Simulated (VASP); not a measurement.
# AlNi3 (Pm-3m) in VASP: a series of runs, part 2 of 2

VASP 6.6.1. Earlier steps stand in the parts before.

### 4 Single point, LDA, collinear spin, ferromagnetic start (volume scaled by 1.04)

INCAR reads:

```
ALGO = Normal ; EDIFF = 1E-6
ENCUT = 520 ; GGA = CA
ISIF = 2 ; ISMEAR = -1
ISPIN = 2 ; LASPH = True
LCHARG = True ; LELF = True
LMAXMIX = 4 ; LORBIT = 11
LREAL = False ; LVHAR = True
LWAVE = False ; MAGMOM = 1 1 1 0
NBANDS = 28 ; NELM = 150
PREC = Accurate ; SIGMA = 0.05
```

KPOINTS reads:

```
k-points
0
Gamma
  8 8 8
```

POSCAR reads:

```
AlNi3
1.0
    3.5694160265      0.0000000000      0.0000000000
    0.0000000000      3.5694160265      0.0000000000
    0.0000000000      0.0000000000      3.5694160265
Ni Al
3 1
Direct
    0.5000000000      0.5000000000      0.0000000000
    0.5000000000      0.0000000000      0.5000000000
    0.0000000000      0.5000000000      0.5000000000
    0.0000000000      0.0000000000      0.0000000000
```

Potentials or basis: VASP PAW LDA potentials, release 64 (Ni, Al).

Run with:

```sh
> cat potpaw_LDA.64/Ni/POTCAR potpaw_LDA.64/Al/POTCAR > POTCAR
> mpirun -np 1 vasp_std > vasp.out
```

OUTCAR:

```text
EDIFF = 1E-6
   ENCUT = 520
   GGA = CA
   ISIF = 2
   ISMEAR = -1
   ISPIN = 2
   LASPH = True
   LORBIT = 11
   LREAL = False
   NELM = 150
   PREC = Accurate

 ion  position               nearest neighbor table
   1  0.500  0.500  0.000-   2 2.52   3 2.52   4 2.52   2 2.52   3 2.52   2 2.52   4 2.52   2 2.52
                             3 2.52   4 2.52   3 2.52   4 2.52
   2  0.500  0.000  0.500-   1 2.52   3 2.52   4 2.52   1 2.52   4 2.52   1 2.52   3 2.52   1 2.52
                             3 2.52   4 2.52   4 2.52   3 2.52
   3  0.000  0.500  0.500-   1 2.52   2 2.52   4 2.52   1 2.52   4 2.52   2 2.52   4 2.52   4 2.52
                             1 2.52   2 2.52   1 2.52   2 2.52
   4  0.000  0.000  0.000-   1 2.52   2 2.52   3 2.52   2 2.52   3 2.52   1 2.52   3 2.52   3 2.52
                             1 2.52   2 2.52   2 2.52   1 2.52

  LATTYP: Found a simple cubic cell.
 ALAT       =     3.5694160265

  Lattice vectors:

 A1 = (   3.5694160265,   0.0000000000,   0.0000000000)
 A2 = (   0.0000000000,   3.5694160265,   0.0000000000)
 A3 = (   0.0000000000,   0.0000000000,   3.5694160265)

Analysis of symmetry for initial positions (statically):
=====================================================================
 Subroutine PRICEL returns:
 Original cell was already a primitive cell.

 Routine SETGRP: Setting up the symmetry group for a
 simple cubic supercell.

 Subroutine GETGRP returns: Found 48 space group operations
 (whereof 48 operations were pure point group operations)
 out of a pool of 48 trial point group operations.

The static configuration has the point symmetry O_h .

Analysis of symmetry for dynamics (positions and initial velocities):
=====================================================================
 Subroutine PRICEL returns:
 Original cell was already a primitive cell.

 Routine SETGRP: Setting up the symmetry group for a
 simple cubic supercell.

[... 169 lines left out ...]

 E-fermi :   9.0752     XC(G=0): -12.9437

 val. band max:        9.0747134184   @ k =   0.3750   0.2500   0.2500
 cond. band min:       9.0994951829   @ k =   0.5000   0.3750   0.3750
 fundamental gap:      0.0247817646
 Fermi energy:         9.0752191887

 spin component 1

 k-point     1 :       0.0000    0.0000    0.0000
  band No.  band energies     occupation
      1      -0.7626      1.00000
      2       4.8754      1.00000
      3       5.5465      1.00000
      4       5.5465      1.00000
      5       5.9054      1.00000
      6       5.9054      1.00000
[... 733 lines left out ...]
     27      23.8359      0.00000
     28      24.0508      0.00000

 [... further k-points ...]

 spin component 2

 k-point     1 :       0.0000    0.0000    0.0000
  band No.  band energies     occupation
      1      -0.7625      1.00000
      2       4.9478      1.00000
      3       5.6394      1.00000
      4       5.6394      1.00000
      5       6.0540      1.00000
      6       6.0540      1.00000
[... 733 lines left out ...]
     27      23.8364      0.00000
     28      24.0814      0.00000

 [... further k-points ...]

------------------------ aborting loop because EDIFF is reached ----------------------------------------

  FORCE on cell =-STRESS in cart. coord.  units (eV):
  Direction    XX          YY          ZZ          XY          YZ          ZX
  --------------------------------------------------------------------------------------
  -------------------------------------------------------------------------------------
  Total       -3.9122769     -3.9122769     -3.9122769     -0.0000000     -0.0000000     -0.0000000
  in kB     -137.8315567   -137.8315567   -137.8315567     -0.0000000     -0.0000000     -0.0000000
  external PRESSURE =    -137.8315567 kB  Pullay stress =       0.0000000 kB

 VOLUME and BASIS-vectors are now :
 -----------------------------------------------------------------------------
  energy-cutoff  :      520.00
  volume of cell :       45.48
      direct lattice vectors                 reciprocal lattice vectors
     3.569416026  0.000000000  0.000000000     0.280157872  0.000000000  0.000000000
     0.000000000  3.569416026  0.000000000     0.000000000  0.280157872  0.000000000
     0.000000000  0.000000000  3.569416026     0.000000000  0.000000000  0.280157872

 POSITION                                       TOTAL-FORCE (eV/Angst)
 -----------------------------------------------------------------------------------
      1.78471      1.78471      0.00000         0.000000      0.000000      0.000000
      1.78471      0.00000      1.78471         0.000000      0.000000      0.000000
      0.00000      1.78471      1.78471         0.000000      0.000000      0.000000
      0.00000      0.00000      0.00000         0.000000      0.000000      0.000000
 -----------------------------------------------------------------------------------
    total drift:                                0.000000      0.000000      0.000000

  FREE ENERGIE OF THE ION-ELECTRON SYSTEM (eV)
  ---------------------------------------------------
  free  energy   TOTEN  =       -25.6929999942 eV

  energy  without entropy=      -25.6541859646  energy(sigma->0) =      -25.67359298

 total charge

# of ion       s       p       d       tot
------------------------------------------
    1        0.493   0.506   8.396   9.395
    2        0.493   0.506   8.396   9.395
    3        0.493   0.506   8.396   9.395
    4        0.411   0.391   0.000   0.802
--------------------------------------------------
tot          1.890   1.908  25.189  28.987

 magnetization (x)

# of ion       s       p       d       tot
------------------------------------------
    1       -0.001  -0.003   0.162   0.158
    2       -0.001  -0.003   0.162   0.158
    3       -0.001  -0.003   0.162   0.158
    4       -0.000  -0.004   0.000  -0.004
--------------------------------------------------
tot         -0.004  -0.014   0.486   0.469
```

OSZICAR:

```text
N       E                     dE             d eps       ncg     rms          rms(c)
DAV:   1     0.193181965611E+03    0.19318E+03   -0.14101E+04  4008   0.153E+03
DAV:   2    -0.173019714702E+02   -0.21048E+03   -0.19476E+03  3928   0.293E+02
DAV:   3    -0.295758733597E+02   -0.12274E+02   -0.11502E+02  4348   0.895E+01
DAV:   4    -0.297893568290E+02   -0.21348E+00   -0.21315E+00  4560   0.115E+01
DAV:   5    -0.297964364096E+02   -0.70796E-02   -0.70790E-02  4776   0.180E+00    0.202E+01
DAV:   6    -0.311439917498E+02   -0.13476E+01   -0.34816E+01  4556   0.104E+02    0.219E+01
DAV:   7    -0.257682343137E+02    0.53758E+01   -0.12874E+01  4644   0.574E+01    0.227E+00
DAV:   8    -0.257206355947E+02    0.47599E-01   -0.22474E-01  4216   0.299E+00    0.130E+00
DAV:   9    -0.256951182012E+02    0.25517E-01   -0.15042E-02  5616   0.147E+00    0.542E-01
DAV:  10    -0.256931450420E+02    0.19732E-02   -0.11672E-03  4664   0.285E-01    0.135E-01
DAV:  11    -0.256929504966E+02    0.19455E-03   -0.18970E-04  4624   0.142E-01    0.101E-01
DAV:  12    -0.256929599751E+02   -0.94784E-05   -0.24466E-05  5288   0.734E-02    0.520E-02
DAV:  13    -0.256929797248E+02   -0.19750E-04   -0.99340E-06  5000   0.424E-02    0.420E-02
DAV:  14    -0.256929934107E+02   -0.13686E-04   -0.91790E-06  4392   0.503E-02    0.259E-02
DAV:  15    -0.256929985843E+02   -0.51736E-05   -0.51564E-06  4216   0.348E-02    0.147E-02
DAV:  16    -0.256929998369E+02   -0.12526E-05   -0.22846E-06  2900   0.230E-02    0.345E-03
DAV:  17    -0.256929999942E+02   -0.15731E-06   -0.48413E-07  2332   0.796E-03
   1 F= -.25693000E+02 E0= -.25673593E+02  d E =-.388140E-01  mag=     0.4534
```

Run time: 1.7 min. Hardware: 1 thread of Intel Xeon Platinum 8259CL at 2.50GHz (Skylake/Cascade Lake), shared host; peak memory 0.19 GiB.

Results:

```yaml
Free_energy: -25.6930 eV
Pressure: -13.8 GPa
Net_moment: 0.45 μB per cell
Site_moments: Ni +0.16; Al -0.00 μB
Valence_electrons_inside_the_program's_atomic_spheres: Ni 9.39; Al 0.80
```

Levels at points of the mesh, in eV from the Fermi level:
Spin up:
```tsv
k point	band 13	band 14	band 15	band 16	band 17	band 18	band 19	band 20	band 21	band 22
(0.00, 0.00, 0.00)	-0.17	0.05	0.05	0.05	0.91	0.91	0.91	6.59	6.59	7.22
(0.50, 0.00, 0.00)	-1.11	-1.07	-0.95	-0.41	0.05	5.51	5.51	5.60	5.60	6.52
(0.50, 0.50, 0.00)	-1.21	-1.11	-0.88	-0.86	-0.49	0.93	0.93	8.12	8.18	8.18
(0.50, 0.50, 0.50)	-1.20	-0.98	-0.98	-0.14	-0.14	-0.14	-0.09	3.37	4.05	4.05
```
Spin down:
```csv
k point,band 13,band 14,band 15,band 16,band 17,band 18,band 19,band 20
"(0.00, 0.00, 0.00)",-0.01,0.26,0.26,0.26,0.91,0.91,0.91,6.66
"(0.50, 0.00, 0.00)",-0.95,-0.95,-0.81,-0.28,0.26,5.55,5.55,5.64
"(0.50, 0.50, 0.00)",-1.08,-1.02,-0.76,-0.66,-0.40,1.08,1.08,8.14
"(0.50, 0.50, 0.50)",-1.08,-0.86,-0.86,-0.08,0.05,0.05,0.05,3.44
```

### 5 Single point, LDA, collinear spin, ferromagnetic start (volume scaled by 1.06)

INCAR reads:

```
SYSTEM = AlNi3
PREC = Accurate
ENCUT = 520
EDIFF = 1E-6
ISMEAR = -1
SIGMA = 0.05
LREAL = .FALSE.
LASPH = .TRUE.
NELM = 150
ALGO = Normal
ISIF = 2
LWAVE = .FALSE.
LCHARG = .TRUE.
ISPIN = 2
MAGMOM = 1 1 1 0
LORBIT = 11
LMAXMIX = 4
GGA = CA
LELF = .TRUE.
LVHAR = .TRUE.
NBANDS = 28
```

KPOINTS reads:

```
regular mesh
0
G
  8 8 8
  0 0 0
```

POSCAR reads:

```
AlNi3
1.0
    3.5921517734      0.0000000000      0.0000000000
    0.0000000000      3.5921517734      0.0000000000
    0.0000000000      0.0000000000      3.5921517734
Ni Al
3 1
Direct
    0.5000000000      0.5000000000      0.0000000000
    0.5000000000      0.0000000000      0.5000000000
    0.0000000000      0.5000000000      0.5000000000
    0.0000000000      0.0000000000      0.0000000000
```

Run with:

```sh
> cat potpaw_LDA.64/Ni/POTCAR potpaw_LDA.64/Al/POTCAR > POTCAR
> mpirun -np 1 vasp_std > vasp.out
```

It took 99 s on 1 thread of Intel Xeon Platinum 8259CL at 2.50GHz (Skylake/Cascade Lake), shared host; peak memory 0.19 GiB.

The run converged. Its results:

```yaml
Free_energy: -25.6101 eV
Pressure: -16.5 GPa
Net_moment: 0.48 μB per cell
Site_moments: Ni +0.17; Al -0.01 μB
Valence_electrons_inside_the_program's_atomic_spheres: Ni 9.36; Al 0.79
```

Levels at points of the mesh, in eV from the Fermi level:
Spin up:
```tsv
k point	band 13	band 14	band 15	band 16	band 17	band 18	band 19	band 20	band 21	band 22
(0.00, 0.00, 0.00)	-0.17	0.03	0.03	0.03	0.91	0.91	0.91	6.49	6.49	7.04
(0.50, 0.00, 0.00)	-1.09	-1.05	-0.93	-0.41	0.03	5.41	5.41	5.54	5.54	6.46
(0.50, 0.50, 0.00)	-1.18	-1.09	-0.87	-0.84	-0.49	0.89	0.89	7.97	8.09	8.09
(0.50, 0.50, 0.50)	-1.17	-0.96	-0.96	-0.15	-0.15	-0.15	-0.06	3.24	3.95	3.95
```
Spin down:
```
           k point  band 13  band 14  band 15  band 16  band 17  band 18  band 19  band 20
(0.00, 0.00, 0.00)    -0.01     0.26     0.26     0.26     0.91     0.91     0.91     6.55
(0.50, 0.00, 0.00)    -0.92    -0.92    -0.78    -0.27     0.26     5.45     5.45     5.58
(0.50, 0.50, 0.00)    -1.05    -0.99    -0.74    -0.63    -0.39     1.06     1.06     8.00
(0.50, 0.50, 0.50)    -1.05    -0.84    -0.84    -0.05     0.05     0.05     0.05     3.31
```

### 6 Overview

```tsv
cell	gap on the mesh (eV)	pressure (GPa)	moment (μB)
a = 3.499 Å, 4 atoms	none	-3.2	0.33
a = 3.546 Å, 4 atoms	none	-10.7	0.42
a = 3.569 Å, 4 atoms	none	-13.8	0.45
a = 3.592 Å, 4 atoms	none	-16.5	0.48
```

Alike in all rows: task single point; level LDA; potentials or basis VASP PAW LDA potentials, release 64 (Ni, Al); spin collinear, ferromagnetic start; k mesh 8 × 8 × 8; cutoff (eV) 520; smearing fermi-dirac 0.05 eV.

Total energies depend on the potentials used, so only differences within one code and one set of settings carry meaning.
